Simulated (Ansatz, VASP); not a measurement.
Os in VASP and in Ansatz

Contents of INCAR:

```
SYSTEM = Os
ALGO = Fast
EDIFF = 1E-6
ENCUT = 520
GGA = PS
ISIF = 2
ISMEAR = 0
LASPH = .True.
LCHARG = .False.
LREAL = .False.
LWAVE = .False.
NBANDS = 15
NELM = 80
PREC = Accurate
SIGMA = 0.15
```

The input KPOINTS:

```
k-points
0
Gamma
  21 21 12
  0 0 0
```

Contents of POSCAR:

```
Os
1.0
    2.7340999755      0.0000000000      0.0000000000
   -1.3670499878      2.4033170358      0.0000000000
    0.0000000000      0.0000000000      4.3197000000
Os
2
Direct
    0.3333333333      0.6666666667      0.2500000000
    0.6666666667      0.3333333333      0.7500000000
```

Input for Ansatz:

```yaml
crystal:
  lattice:
    - [2.7340999755, 0.0, 0.0]
    - [-1.3670499878, 2.4033170358, 0.0]
    - [0.0, 0.0, 4.3197]
  atoms:
    - { symbol: Os, position: [0.3333333333, 0.6666666667, 0.25] }
    - { symbol: Os, position: [0.6666666667, 0.3333333333, 0.75] }
basis:
  ecutwfc: 420
kpoints:
  mp_grid: { grid: [21, 21, 12] }
hamiltonian:
  xc: pbesol
scf:
  occupations: { method: gaussian, width: 0.15 }
output:
  forces: true
  stress: true
  eigenvalues: true
```

Change from the starting cell: strain +0.0150 x Voigt [0, 1, 0, 0, 0, 0], atoms carried along.

Alike in both runs: task single point; functional PBEsol; k mesh 21 × 21 × 12; occupations gaussian, width 0.15 eV; no spin polarisation.

|  | VASP | Ansatz |
| --- | --- | --- |
| version | VASP 6.6.1 | Ansatz 0.2.0 |
| potentials or method | VASP PAW PBE potentials, release 64 (Os), cutoff 520 eV | scalar-relativistic, plane waves, PAW |
| valence electrons in the cell | 16 | 32 |

|  | VASP | Ansatz | Ansatz less VASP |
| --- | --- | --- | --- |
| gap on the k mesh at the Fermi level (eV) | none | none | - |
| pressure (GPa) | -8.4 | -8.5 | -0.18 |
| traceless stress, the component that is largest in VASP (GPa) | -4.86 | -4.91 | -0.047 |
| rms of the force components (eV/Å) | 0.018 | 0.019 | +0.0004 |

VASP's potentials were made for PBE, not for PBEsol. Atom by atom the forces differ by 0.000 eV/Å (rms over components). A gap of «none» marks a metal or a gap that the smearing closes. The functional is the same, so the differences come from potentials, cutoffs and numerics. VASP's potentials hold 16 valence electrons a cell and Ansatz's 32, so a difference there can come from the potentials and not from the codes.

Neither program's run includes spin-orbit coupling.
